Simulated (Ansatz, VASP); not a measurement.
One calculation of MgO, two programs

The input INCAR:

```
SYSTEM = MgO
PREC     = Accurate       ! precision mode
ENCUT    = 600            ! plane-wave cutoff, eV
EDIFF    = 1E-6           ! SCF threshold, eV
ISMEAR   = -1             ! smearing method
SIGMA    = 0.02           ! smearing width, eV
LREAL    = .FALSE.        ! projectors in reciprocal space
LASPH    = .TRUE.         ! aspherical terms in the spheres
NELM     = 120            ! most SCF steps
ALGO     = Normal         ! electronic algorithm
ISIF     = 2              ! what is computed and relaxed
LWAVE    = .FALSE.        ! write WAVECAR
LCHARG   = .FALSE.        ! write CHGCAR
GGA      = PE             ! functional
NBANDS   = 11             ! bands
GGA_COMPAT= .FALSE.
```

KPOINTS

```
regular mesh
0
G
  8 8 8
  0 0 0
```

Contents of POSCAR:

```
MgO
1.0
    0.0000000000      2.1410000000      2.1410000000
    2.1410000000      0.0000000000      2.1410000000
    2.1410000000      2.1410000000      0.0000000000
Mg O
1 1
Direct
    0.0000000000      0.0000000000      0.0000000000
    0.5000000000      0.5000000000      0.5000000000
```

Input for Ansatz:

```yaml
crystal:
  lattice:
    - [0.0, 2.141, 2.141]
    - [2.141, 0.0, 2.141]
    - [2.141, 2.141, 0.0]
  atoms:
    - { symbol: Mg, position: [0.0, 0.0, 0.0] }
    - { symbol: O, position: [0.5, 0.5, 0.5] }
hamiltonian:
  xc: pbe
  pseudopotentials: { kind: paw }
basis:
  ecutwfc: 420
kpoints:
  mp_grid: { grid: [8, 8, 8] }
scf:
  occupations: { method: fermi_dirac, width: 0.02 }
  lower_state_search: "off"
  algorithm: density_mixing
  max_iter: 80
  mixing: { algorithm: msr1, preconditioner: none }
output:
  forces: true
  stress: true
```

Alike in both runs: task single point; functional PBE; k mesh 8 × 8 × 8; occupations fermi-dirac, width 0.02 eV; no spin polarisation.

|  | VASP | Ansatz |
| --- | --- | --- |
| version | VASP 6.6.1 | Ansatz 0.2.0 |
| potentials or method | VASP PAW PBE potentials, release 64 (Mg, O), cutoff 600 eV | PAW, plane waves, scalar-relativistic |
| valence electrons in the cell | 8 | 16 |

Ansatz gave:

| Property | Result |
| --- | --- |
| pressure (GPa) | -2.8 |

Task: Which values does VASP return?

Result: Pressure (GPa): -3.9.

With one functional, cell and mesh, what is left measures potentials, basis and numerics. VASP's potentials hold 8 valence electrons a cell and Ansatz's 16, so a difference there can come from the potentials and not from the codes.
